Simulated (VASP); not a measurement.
# MgRh (Pm-3m) in VASP: single point with LDA

Aim: the single point of MgRh with LDA.

All numbers are computed with VASP 6.6.1; they aren't measurements. Logs are shortened: lines on timing, memory, paths and dates and some standing lists are left out, and cuts for length are marked.

## (1) The cell of the first run

It takes space group Pm-3m (No. 221, cubic). Conventional cell: a = 3.099 Å, b = 3.099 Å, c = 3.099 Å, α = 90.00°, β = 90.00°, γ = 90.00°. Mg (site symmetry m-3m) has 8 Rh at 2.68 Å and 6 Mg at 3.10 Å within 3.5 Å. Within 3.5 Å of Rh (site symmetry m-3m) lie 8 Mg at 2.68 Å and 6 Rh at 3.10 Å.

## (2) Single point, LDA, collinear spin, ferromagnetic start

File POSCAR:

```
MgRh
1.0
    3.0992000000      0.0000000000      0.0000000000
    0.0000000000      3.0992000000      0.0000000000
    0.0000000000      0.0000000000      3.0992000000
Mg Rh
1 1
Direct
    0.0000000000      0.0000000000      0.0000000000
    0.5000000000      0.5000000000      0.5000000000
```

File INCAR.step1:

```
ALGO = Normal
EDIFF = 1E-7
ENCUT = 520
ISIF = 2
ISMEAR = -1
ISPIN = 2
LASPH = True
LCHARG = True
LMAXMIX = 4
LREAL = False
LWAVE = False
MAGMOM = 0 1
NBANDS = 20
NELM = 150
PREC = Accurate
SIGMA = 0.1
```

File KPOINTS.step1:

```
k-points
0
Gamma
  11 11 11
```

File INCAR.step2:

```
ALGO = Normal
EDIFF = 1E-7
ENCUT = 520
ICHARG = 11
ISIF = 2
ISMEAR = -5
ISPIN = 2
LASPH = True
LCHARG = False
LMAXMIX = 4
LORBIT = 10
LREAL = False
LWAVE = False
MAGMOM = 0 1
NBANDS = 20
NEDOS = 2001
NELM = 150
PREC = Accurate
SIGMA = 0.1
```

File KPOINTS.step2:

```
k-points
0
Gamma
  17 17 17
```

Potentials or basis: VASP PAW LDA potentials, release 64 (Mg, Rh_pv).

The run is started by

```
> cat potpaw_LDA.64/Mg/POTCAR potpaw_LDA.64/Rh_pv/POTCAR > POTCAR
> cp INCAR.step1 INCAR
> cp KPOINTS.step1 KPOINTS
> mpirun -np 1 vasp_std > vasp.out
> cp INCAR.step2 INCAR
> cp KPOINTS.step2 KPOINTS
> mpirun -np 1 vasp_std > vasp.out
```

OUTCAR:

```text
EDIFF = 1E-7
   ENCUT = 520
   ICHARG = 11
   ISIF = 2
   ISMEAR = -5
   ISPIN = 2
   LASPH = True
   LORBIT = 10
   LREAL = False
   NELM = 150
   PREC = Accurate

 ion  position               nearest neighbor table
   1  0.000  0.000  0.000-   2 2.68   2 2.68   2 2.68   2 2.68   2 2.68   2 2.68   2 2.68   2 2.68

   2  0.500  0.500  0.500-   1 2.68   1 2.68   1 2.68   1 2.68   1 2.68   1 2.68   1 2.68   1 2.68

  LATTYP: Found a simple cubic cell.
 ALAT       =     3.0992000000

  Lattice vectors:

 A1 = (   3.0992000000,   0.0000000000,   0.0000000000)
 A2 = (   0.0000000000,   3.0992000000,   0.0000000000)
 A3 = (   0.0000000000,   0.0000000000,   3.0992000000)

Analysis of symmetry for initial positions (statically):
=====================================================================
 Subroutine PRICEL returns:
 Original cell was already a primitive cell.

 Routine SETGRP: Setting up the symmetry group for a
 simple cubic supercell.

 Subroutine GETGRP returns: Found 48 space group operations
 (whereof 48 operations were pure point group operations)
 out of a pool of 48 trial point group operations.

The static configuration has the point symmetry O_h .

Analysis of symmetry for dynamics (positions and initial velocities):
=====================================================================
 Subroutine PRICEL returns:
 Original cell was already a primitive cell.

 Routine SETGRP: Setting up the symmetry group for a
 simple cubic supercell.

 Subroutine GETGRP returns: Found 48 space group operations
 (whereof 48 operations were pure point group operations)
 out of a pool of 48 trial point group operations.

The dynamic configuration has the point symmetry O_h .

Analysis of structural, dynamic, and magnetic symmetry:
=====================================================================
 Subroutine PRICEL returns:
 Original cell was already a primitive cell.

 Routine SETGRP: Setting up the symmetry group for a
 simple cubic supercell.

 Subroutine GETGRP returns: Found 48 space group operations
 (whereof 48 operations were pure point group operations)
 out of a pool of 48 trial point group operations.

The overall configuration has the point symmetry O_h .

 Subroutine INISYM returns: Found 48 space group operations
 (whereof 48 operations are pure point group operations),
 and found     1 'primitive' translations

----------------------------------------------------------------------------------------

[... 116 lines left out ...]
  Fermi-wavevector in a.u.,A,eV,Ry     =   1.358235  2.566692 25.100054  1.844802
  Thomas-Fermi vector in A             =   2.485085
   LORBIT       =     10    0 simple, 1 ext, 2 COOP (PROOUT), +10 PAW based schemes
   GGA     = CA    functional components
   LHFCALC =     F    Hartree Fock is set to
   AEXX    =    0.0000 exact exchange contribution
   IVDW    =     0    specifies the selected vdW correction
   LEPSILON=     F    determine dielectric tensor
   LRPA    =     F    only Hartree local field effects (RPA)
 spin polarized calculation
 Fermi weights with tetrahedron method with Bloechl corrections
  energy-cutoff  :      520.00
  volume of cell :       29.77
 maximum number of plane-waves:       831
 NGX is ok and might be reduce to    24

 number of electron      17.0000011 magnetization       0.0000160

 Free energy of the ion-electron system (eV)
  ---------------------------------------------------
  ext. energy  EPLUGINS =         0.00000000
  ---------------------------------------------------
  free energy    TOTEN  =       -11.47636752 eV

  energy without entropy =      -11.47636752  energy(sigma->0) =      -11.47636752

 E-fermi :   6.4699     XC(G=0): -11.9860

 val. band max:        6.5029564400   @ k =   0.4118   0.4118   0.1765
 cond. band min:       6.4516439035   @ k =   0.3529   0.2941   0.2941
 fundamental gap:     -0.0513125365
 Fermi energy:         6.4699329219

 spin component 1

 k-point     1 :       0.0000    0.0000    0.0000
  band No.  band energies     occupation
      1     -38.4522      1.00000
      2     -38.4522      1.00000
      3     -38.4522      1.00000
      4      -0.4937      1.00000
      5       3.5936      1.00000
      6       3.5936      1.00000
[... 541 lines left out ...]
     19      26.5314      0.00000
     20      28.9216      0.00000

 [... further k-points ...]

 spin component 2

 k-point     1 :       0.0000    0.0000    0.0000
  band No.  band energies     occupation
      1     -38.4522      1.00000
      2     -38.4522      1.00000
      3     -38.4522      1.00000
      4      -0.4937      1.00000
      5       3.5936      1.00000
      6       3.5936      1.00000
[... 541 lines left out ...]
     19      26.5314      0.00000
     20      28.9216      0.00000

 [... further k-points ...]

------------------------ aborting loop because EDIFF is reached ----------------------------------------

  FORCE on cell =-STRESS in cart. coord.  units (eV):
  Direction    XX          YY          ZZ          XY          YZ          ZX
  --------------------------------------------------------------------------------------
  -------------------------------------------------------------------------------------
  Total       -0.9460843     -0.9460843     -0.9460843      0.0000000      0.0000000      0.0000000
  in kB      -50.9203762    -50.9203762    -50.9203762      0.0000000      0.0000000      0.0000000
  external PRESSURE =     -50.9203762 kB  Pullay stress =       0.0000000 kB

 VOLUME and BASIS-vectors are now :
 -----------------------------------------------------------------------------
  energy-cutoff  :      520.00
  volume of cell :       29.77
      direct lattice vectors                 reciprocal lattice vectors
     3.099200000  0.000000000  0.000000000     0.322663913  0.000000000  0.000000000
     0.000000000  3.099200000  0.000000000     0.000000000  0.322663913  0.000000000
     0.000000000  0.000000000  3.099200000     0.000000000  0.000000000  0.322663913

 POSITION                                       TOTAL-FORCE (eV/Angst)
 -----------------------------------------------------------------------------------
      0.00000      0.00000      0.00000         0.000000      0.000000      0.000000
      1.54960      1.54960      1.54960         0.000000      0.000000      0.000000
 -----------------------------------------------------------------------------------
    total drift:                                0.000000     -0.000000     -0.000000

  FREE ENERGIE OF THE ION-ELECTRON SYSTEM (eV)
  ---------------------------------------------------
  free  energy   TOTEN  =       -11.4763675229 eV

  energy  without entropy=      -11.4763675229  energy(sigma->0) =      -11.47636752

 total charge

# of ion       s       p       d       tot
------------------------------------------
    1        0.223   0.187   0.045   0.456
    2        0.351   6.164   7.345  13.860
--------------------------------------------------
tot          0.575   6.351   7.390  14.316

 magnetization (x)

# of ion       s       p       d       tot
------------------------------------------
    1        0.000   0.000   0.000   0.000
    2        0.000  -0.000   0.000   0.000
--------------------------------------------------
tot          0.000   0.000   0.000   0.000
```

Run time: 81 s. Hardware: 1 thread of AMD EPYC 7R13 (Zen 3), shared host; peak memory 0.23 GiB.

What came out:

| Quantity | Value |
| --- | --- |
| Net moment | 0.00 μB per cell |
| Valence electrons inside the program's atomic spheres | Mg 0.46; Rh 13.86 |

Caveat: tetrahedron occupations give inexact forces and stress in metals.
